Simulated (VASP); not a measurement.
BN: single point with r2SCAN

Crystal: BN.

```
B N
1.0
     0.00000    3.29286    2.16328
     1.25096    0.00000    2.16328
     1.25096    3.29286    0.00000
B N
1 1
Direct
  0.00011 0.00011 0.99989
  0.66659 0.66659 0.33341
```

| Property | Result |
| --- | --- |
| Program | VASP 6.6.1 |
| Task | single point |
| Functional | r2SCAN |
| Potentials or basis | VASP PAW PBE potentials, release 64 (B, N) |
| Cutoff | 520 eV |
| k mesh | 12 × 12 × 12 |
| Occupations | gaussian, width 0.01 eV |
| Spin | no spin polarisation |
| Dipole correction | no |
| Further INCAR settings | ALGO = Normal; EDIFF = 1e-07; NBANDS = 11 |

```yaml
Pressure: 1.1 GPa
Band_gap_on_the_k_mesh: 4.08 eV, indirect (least direct gap 5.21 eV)
```

Stress tensor (GPa, compression positive):
```
0.95 0.00 0.00
0.00 1.31 0.00
0.00 0.00 0.95
```

Levels at points of the mesh, in eV from the valence-band top:
```
           k point  band 1  band 2  band 3  band 4  band 5  band 6  band 7  band 8  band 9
(0.00, 0.00, 0.00)  -18.99   -4.33   -1.49   -1.48    5.53   12.22   12.33   14.38   15.64
(0.50, 0.00, 0.00)  -15.65   -9.42   -4.41   -1.08    5.15   10.55   14.39   17.22   21.61
(0.50, 0.50, 0.00)  -15.72   -9.56   -4.41   -0.35    6.82   10.08   13.01   14.81   20.87
(0.50, 0.00, 0.50)  -18.69   -6.59   -1.53   -1.47   10.99   12.14   12.26   13.14   17.99
(0.00, 0.50, 0.50)  -15.55   -9.26   -4.48   -1.72    4.08   10.52   15.86   20.40   22.04
```

It took 4.4 min on 1 thread of Intel(R) Xeon(R) Platinum 8559C (Emerald Rapids), on a shared host, peak memory 0.18 GiB.

Caveat: the PAW data sets were made with another functional, which shifts forces and pressure a little. A k mesh can miss the band edges.
